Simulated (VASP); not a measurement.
# Al17P15 (a cell with a defect) in VASP: single point with PBE

Aim: the single point of Al17P15 (a cell with a defect) with PBE.

Program: VASP 6.6.1. These are calculated values, not measurements. Logs are shortened: lines on timing, memory, paths and dates and some standing lists are left out, and cuts for length are marked.

**1. The cell of the first run**

The cell holds a defect, 32 atoms: a = 9.539 Å, b = 9.539 Å, c = 9.539 Å, α = 109.47°, β = 109.47°, γ = 109.47°.

**2. Single point, PBE**

INCAR reads:

```
SYSTEM = Al17P15
  PREC = Accurate
  ENCUT = 520
  EDIFF = 1E-6
  ISMEAR = 0
  SIGMA = 0.01
  LREAL = Auto
  LASPH = .True.
  NELM = 60
  ALGO = Normal
  ISIF = 2
  LWAVE = .False.
  LCHARG = .True.
  GGA = PE
  LELF = .True.
  LVHAR = .True.
  NBANDS = 85
```

KPOINTS reads:

```
Automatic mesh
0
Gamma
  2 2 2
  0.5 0.5 0.5
```

POSCAR reads:

```
Al17P15
1.0
   -5.5073398843      5.5073398843     -5.5073398843
    5.5073398843     -5.5073398843     -5.5073398843
   -5.5073398843     -5.5073398843      5.5073398843
Al P
17 15
Direct
    0.5000000000      0.2669467963      0.2500000000
    0.2526456799      0.2512622819      0.5012622819
   -0.0013833980      0.2473543201      0.7486166020
    0.7669467963      0.0000000000      0.2500000000
    0.7512622819      0.2512622819      0.0026456799
    0.5000000000      0.0000000000      0.5169467963
    0.2487377181      0.0000000000      0.7513833980
    0.0013833980      0.7487377181      0.2500000000
    1.0013833980      1.0000000000      0.9987377181
    0.7512622819      0.7526456799      0.5012622819
    0.5000000000      0.7487377181      0.7513833980
    0.2487377181      0.5013833980      0.2500000000
    0.2330532037      0.7330532037     -0.0169467963
   -0.0013833980      0.4986166020      0.4973543201
    0.7473543201      0.4986166020      0.7486166020
    0.5000000000      0.5013833980     -0.0012622819
    0.5000000000      0.0000000000      0.2500000000
    0.2464237287      0.0000000000      0.5020609263
    0.0000000000      0.0000000000      0.7500000000
    0.7520609263      0.7464237287      0.2500000000
    0.7520609263      0.0000000000     -0.0035762713
    0.5000000000      0.7464237287      0.5020609263
    0.2479390737      0.7479390737      0.7443628024
    0.0000000000      0.5000000000      0.2500000000
   -0.0056371976      0.7479390737     -0.0020609263
    0.7535762713      0.5056371976      0.5035762713
    0.5000000000      0.5000000000      0.7500000000
    0.2464237287      0.2520609263      0.2500000000
    0.2479390737      0.4943628024     -0.0020609263
    0.0056371976      0.2535762713      0.5035762713
    0.7535762713      0.2535762713      0.7556371976
    0.5000000000      0.2520609263     -0.0035762713
```

Potentials or basis: VASP PAW PBE potentials, release 64 (Al, P).

The run is started by

```console
$ cat potpaw_PBE.64/Al/POTCAR potpaw_PBE.64/P/POTCAR > POTCAR
$ mpirun -np 1 vasp_std > vasp.out
```

OUTCAR:

```text
SYSTEM = Al17P15
   PREC = Accurate
   ENCUT = 520
   EDIFF = 1E-6
   ISMEAR = 0
   LREAL = Auto
   LASPH = .True.
   NELM = 60
   ISIF = 2
   GGA = PE

 ion  position               nearest neighbor table
   1  0.500  0.267  0.250-  28 2.38  32 2.38  26 2.38  17 2.55
   2  0.253  0.251  0.501-  27 2.37  30 2.37  18 2.38  28 2.38
   3  0.999  0.247  0.749-  19 2.37  29 2.37  30 2.38  31 2.38
   4  0.767  0.000  0.250-  20 2.38  21 2.38  30 2.38  17 2.55
   5  0.751  0.251  0.003-  24 2.37  31 2.37  21 2.38  32 2.38
   6  0.500  0.000  0.517-  18 2.38  22 2.38  31 2.38  17 2.55
[... 24 lines left out ...]
  31  0.754  0.254  0.756-   5 2.37   6 2.38   3 2.38  15 2.38
  32  0.500  0.252  0.996-  16 2.37   1 2.38   7 2.38   5 2.38

  LATTYP: Found a body centered cubic cell.
 ALAT       =    11.0146797686

  Lattice vectors:

 A1 = (  -5.5073398843,   5.5073398843,  -5.5073398843)
 A2 = (   5.5073398843,  -5.5073398843,  -5.5073398843)
 A3 = (  -5.5073398843,  -5.5073398843,   5.5073398843)

Analysis of symmetry for initial positions (statically):
=====================================================================
 Subroutine PRICEL returns:
 Original cell was already a primitive cell.

 Routine SETGRP: Setting up the symmetry group for a
 body centered cubic supercell.

 Subroutine GETGRP returns: Found 24 space group operations
 (whereof  2 operations were pure point group operations)
 out of a pool of 48 trial point group operations.

The static configuration has the point symmetry C_1h.
 The point group associated with its full space group is T_d .

Analysis of symmetry for dynamics (positions and initial velocities):
=====================================================================
 Subroutine PRICEL returns:
 Original cell was already a primitive cell.

 Routine SETGRP: Setting up the symmetry group for a
 body centered cubic supercell.

 Subroutine GETGRP returns: Found 24 space group operations
 (whereof  2 operations were pure point group operations)
 out of a pool of 48 trial point group operations.

The dynamic configuration has the point symmetry C_1h.
 The point group associated with its full space group is T_d .

 Subroutine INISYM returns: Found 24 space group operations
 (whereof  2 operations are pure point group operations),
 and found     1 'primitive' translations

----------------------------------------------------------------------------------------

                                     Primitive cell

  volume of cell :     668.1679

  direct lattice vectors                    reciprocal lattice vectors
    -5.507339884  5.507339884 -5.507339884    -0.090787932  0.000000000 -0.090787932
     5.507339884 -5.507339884 -5.507339884     0.000000000 -0.090787932 -0.090787932
    -5.507339884 -5.507339884  5.507339884    -0.090787932 -0.090787932  0.000000000

  length of vectors
     9.538992494  9.538992494  9.538992494     0.128393525  0.128393525  0.128393525

  position of ions in fractional coordinates (direct lattice)
     0.500000000  0.266946796  0.250000000
     0.252645680  0.251262282  0.501262282
     0.998616602  0.247354320  0.748616602
     0.766946796  0.000000000  0.250000000
     0.751262282  0.251262282  0.002645680
     0.500000000  0.000000000  0.516946796
[... 24 lines left out ...]
     0.753576271  0.253576271  0.755637198
     0.500000000  0.252060926  0.996423729

  ion indices of the primitive-cell ions
   primitive index   ion index
                 1           1
                 2           2
                 3           3
                 4           4
                 5           5
                 6           6
[... 24 lines left out ...]
                31          31
                32          32

----------------------------------------------------------------------------------------

 KPOINTS: Automatic mesh

Automatic generation of k-mesh.
 Grid dimensions read from file:
 generate k-points for:    2    2    2

 Generating k-lattice:

  Cartesian coordinates                     Fractional coordinates (reciprocal lattice)
    -0.045393966  0.000000000 -0.045393966     0.500000000  0.000000000  0.000000000
     0.000000000 -0.045393966 -0.045393966     0.000000000  0.500000000  0.000000000
    -0.045393966 -0.045393966  0.000000000     0.000000000  0.000000000  0.500000000

  Length of vectors
     0.064196763  0.064196763  0.064196763

  Shift w.r.t. Gamma in fractional coordinates (k-lattice)
     0.500000000  0.500000000  0.500000000

 Subroutine IBZKPT returns following result:
 ===========================================

 Found      2 irreducible k-points:

 Following reciprocal coordinates:
            Coordinates               Weight
  0.250000  0.250000  0.250000      2.000000
 -0.250000  0.250000  0.250000      6.000000
   k-points           NKPTS =      2   k-points in BZ     NKDIM =      2   number of bands    NBANDS=     85
   number of dos      NEDOS =    301   number of ions     NIONS =     32
   total plane-waves  NPLWV = 373248
   dimension x,y,z NGX =    72 NGY =   72 NGZ =   72
   dimension x,y,z NGXF=   144 NGYF=  144 NGZF=  144
   ions per type =              17  15
   NGX,Y,Z   is equivalent  to a cutoff of  12.55, 12.55, 12.55 a.u.
   NGXF,Y,Z  is equivalent  to a cutoff of  25.10, 25.10, 25.10 a.u.
 SYSTEM =  Al17P15
   PREC   = accura    normal or accurate (medium, high low for compatibility)
   ISTART =      0    job   : 0-new  1-cont  2-samecut
   ICHARG =      2    charge: 1-file 2-atom 10-const
   ISPIN  =      1    spin polarized calculation?
   LNONCOLLINEAR =      F non collinear calculations
   LSORBIT =      F    spin-orbit coupling
   LASPH  =      T    aspherical Exc in radial PAW
   ENCUT  =  520.0 eV  38.22 Ry    6.18 a.u.  17.74 17.74 17.74*2*pi/ulx,y,z
   NELM   =     60;   NELMIN=  2; NELMDL= -5     # of ELM steps
   EDIFF  = 0.1E-05   stopping-criterion for ELM
   LREAL  =      T    real-space projection
   EDIFFG = 0.1E-04   stopping-criterion for IOM
   NSW    =      0    number of steps for IOM
   IBRION =     -1    ionic relax: 0-MD 1-quasi-New 2-CG
   NFREE  =      0    steps in history (QN), initial steepest desc. (CG)
   ISIF   =      2    stress and relaxation
   ISYM   =      2    0-nonsym 1-usesym 2-fastsym
   POTIM  = 0.5000    time-step for ionic-motion
   TEBEG  =    0.0;   TEEND  =   0.0 temperature during run
   PSTRESS=    0.0 pullay stress
   NELECT =     126.0000    total number of electrons
   NUPDOWN=      -1.0000    fix difference up-down
   EMIN   =  10.00;   EMAX   =-10.00  energy-range for DOS
   EFERMI =   0.00;   METHOD = LEGACY
   ISMEAR =     0;   SIGMA  =   0.01  broadening in eV -4-tet -1-fermi 0-gaus
   EFERMI_NEDOS =   21; number of points for ismear=-14 and -15
   IALGO  =     38    algorithm
   IMIX   =      4    mixing-type and parameters
     AMIX     =   0.40;   BMIX     =  1.00
     AMIX_MAG =   1.60;   BMIX_MAG =  1.00
  volume/ion in A,a.u.               =      20.88       140.91
  Fermi-wavevector in a.u.,A,eV,Ry     =   0.938793  1.774061 11.991252  0.881332
  Thomas-Fermi vector in A             =   2.066040
   LORBIT       =      0    0 simple, 1 ext, 2 COOP (PROOUT), +10 PAW based schemes
   GGA     = PE    functional components
   LHFCALC =     F    Hartree Fock is set to
   AEXX    =    0.0000 exact exchange contribution
   IVDW    =     0    specifies the selected vdW correction
   LEPSILON=     F    determine dielectric tensor
   LRPA    =     F    only Hartree local field effects (RPA)
 non-spin polarized calculation
 Gauss-broadening in eV      SIGMA  =   0.01
  energy-cutoff  :      520.00
  volume of cell :      668.17
 maximum number of plane-waves:     18000
 NGX is ok and might be reduce to    70
   NGX = 35   NGY = 35   NGZ = 35

 number of electron     126.0000000 magnetization

 Free energy of the ion-electron system (eV)
  ---------------------------------------------------
  ext. energy  EPLUGINS =         0.00000000
  ---------------------------------------------------
  free energy    TOTEN  =      -159.83440203 eV

  energy without entropy =     -159.82910189  energy(sigma->0) =     -159.83175196

 E-fermi :   5.0478     XC(G=0):  -9.1140

 val. band max:        5.0409101531   @ k =  -0.2500   0.2500   0.2500
 cond. band min:       5.1641325425   @ k =   0.2500   0.2500   0.2500
 fundamental gap:      0.1232223895
 Fermi energy:         5.0477508288

 k-point     1 :       0.2500    0.2500    0.2500
  band No.  band energies     occupation
      1      -6.4794      2.00000
      2      -6.4794      2.00000
      3      -6.4794      2.00000
      4      -6.2011      2.00000
      5      -5.2477      2.00000
      6      -5.2477      2.00000
[... 67 lines left out ...]
     74       7.2172      0.00000
     75       7.2998      0.00000

 k-point     2 :      -0.2500    0.2500    0.2500
  band No.  band energies     occupation
      1      -6.8331      2.00000
      2      -6.1010      2.00000
      3      -6.0627      2.00000
      4      -6.0627      2.00000
      5      -5.8860      2.00000
      6      -5.5404      2.00000
[... 67 lines left out ...]
     74       8.0651      0.00000
     75       8.1138      0.00000
 [bands above 75 left out]

------------------------ aborting loop because EDIFF is reached ----------------------------------------

  FORCE on cell =-STRESS in cart. coord.  units (eV):
  Direction    XX          YY          ZZ          XY          YZ          ZX
  --------------------------------------------------------------------------------------
  -------------------------------------------------------------------------------------
  Total        6.0806726      6.0806726      6.0806726      0.0000000     -0.0000000      0.0000000
  in kB       14.5806396     14.5806396     14.5806396      0.0000000     -0.0000000      0.0000000
  external PRESSURE =      14.5806396 kB  Pullay stress =       0.0000000 kB

 VOLUME and BASIS-vectors are now :
 -----------------------------------------------------------------------------
  energy-cutoff  :      520.00
  volume of cell :      668.17
      direct lattice vectors                 reciprocal lattice vectors
    -5.507339884  5.507339884 -5.507339884    -0.090787932  0.000000000 -0.090787932
     5.507339884 -5.507339884 -5.507339884     0.000000000 -0.090787932 -0.090787932
    -5.507339884 -5.507339884  5.507339884    -0.090787932 -0.090787932  0.000000000

 POSITION                                       TOTAL-FORCE (eV/Angst)
 -----------------------------------------------------------------------------------
     -2.66034     -0.09333     -2.84700         0.007964     -0.007964     -0.007964
     -2.76824     -2.75300     -0.01457        -0.005797     -0.013334     -0.005797
     -8.26034      0.01457     -2.73910        -0.013334      0.005797      0.005797
     -5.60067      2.84700     -2.84700        -0.007964      0.007964     -0.007964
     -2.76824      2.73910     -5.50667        -0.005797     -0.005797     -0.013334
     -5.60067     -0.09333      0.09333        -0.007964     -0.007964      0.007964
[... 24 lines left out ...]
     -6.91522     -1.40788     -1.38518         0.015241      0.015241      0.024740
     -6.85313     -4.12216      1.34579        -0.015241     -0.024740      0.015241
 -----------------------------------------------------------------------------------
    total drift:                                0.000006      0.000006      0.000009

  FREE ENERGIE OF THE ION-ELECTRON SYSTEM (eV)
  ---------------------------------------------------
  free  energy   TOTEN  =      -159.8344020306 eV

  energy  without entropy=     -159.8291018917  energy(sigma->0) =     -159.83175196
```

Wall time 3.4 min (1 thread of Intel Xeon Platinum 8488C (Sapphire Rapids), shared host); peak memory 0.7 GiB.

Results:

```
Free energy            : -159.8344 eV
Pressure               : 1.5 GPa
Largest force          : 0.033 eV/Å
Band gap on the k mesh : zero (band 63 reaches 5.16 eV, above the bottom of band 64 at 5.04 eV)
```

Forces on the atoms (eV/Å):
```
Al   0.008 -0.008 -0.008
Al  -0.006 -0.013 -0.006
Al  -0.013  0.006  0.006
Al  -0.008  0.008 -0.008
Al  -0.006 -0.006 -0.013
Al  -0.008 -0.008  0.008
Al   0.013 -0.006  0.006
Al  -0.006  0.006  0.013
Al   0.013  0.006 -0.006
Al  -0.013 -0.006 -0.006
Al  -0.006  0.013  0.006
Al   0.006 -0.006  0.013
Al   0.008  0.008  0.008
Al   0.006  0.006 -0.013
Al   0.006 -0.013  0.006
Al   0.006  0.013 -0.006
Al   0.000  0.000  0.000
P   -0.025  0.015 -0.015
P    0.000  0.000  0.000
P    0.015 -0.015 -0.025
P   -0.025 -0.015  0.015
P    0.015 -0.025 -0.015
P   -0.015 -0.015  0.025
P    0.000  0.000  0.000
P   -0.015  0.025 -0.015
P    0.025  0.015  0.015
P    0.000  0.000  0.000
P   -0.015  0.015 -0.025
P    0.025 -0.015 -0.015
P    0.015  0.025  0.015
P    0.015  0.015  0.025
P   -0.015 -0.025  0.015
```

Caveat: the k points lie up to 0.40 Å⁻¹ apart.
